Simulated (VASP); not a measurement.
Wanted: the native input for a VASP 6.6.1 run.

* Task: single point
* Functional: PBE
* Potentials or basis: VASP PAW PBE potentials, release 64 (Mo_sv, S)
* Cutoff: 520 eV
* k mesh: 8 × 8 × 2
* Occupations: fermi-dirac, width 0.1 eV
* Spin: no spin polarisation
* Dipole correction: no
* Further INCAR settings: ALGO = Normal; EDIFF = 1e-06; NBANDS = 35

The structure of MoS2 lies in POSCAR:

```
MoS2
1.0
    3.2209600547      0.0000000000      0.0000000000
   -1.6104800274      2.7894286535      0.0000000000
    0.0000000000      0.0000000000     12.5260687014
Mo S
2 4
Direct
    0.3333333333      0.6666666667      0.2500000000
    0.6666666667      0.3333333333      0.7500000000
    0.3333333333      0.6666666667      0.6230000000
    0.6666666667      0.3333333333      0.1230000000
    0.3333333333      0.6666666667      0.8770000000
    0.6666666667      0.3333333333      0.3770000000
```

One way to write it, as run:

INCAR

```
SYSTEM = MoS2
ALGO = Normal
EDIFF = 1E-6
ENCUT = 520
GGA = PE
ISIF = 2
ISMEAR = -1
LASPH = .TRUE.
LCHARG = .TRUE.
LELF = .TRUE.
LREAL = .FALSE.
LVHAR = .TRUE.
LWAVE = .FALSE.
NBANDS = 35
NELM = 100
PREC = Accurate
SIGMA = 0.1
```

KPOINTS

```
k-points
0
G
  8 8 2
  0 0 0
```

Potentials or basis: VASP PAW PBE potentials, release 64 (Mo_sv, S).

The run is started by

```sh
$ cat potpaw_PBE.64/Mo_sv/POTCAR potpaw_PBE.64/S/POTCAR > POTCAR
$ mpirun -np 1 vasp_std > vasp.out
```

Results of the run:

```yaml
Pressure: -4.8 GPa
Largest_force: 0.794 eV/Å
Band_gap_on_the_k_mesh: 1.02 eV, indirect (least direct gap 1.81 eV)
```

Caveat: this functional lacks dispersion, which binds the layers, so the pressure and a relaxed spacing across them are unreliable.

Run time: 58 s on 1 thread of AMD EPYC 7R13 Processor (Zen 3), with other jobs on the host, peak memory 0.21 GiB.
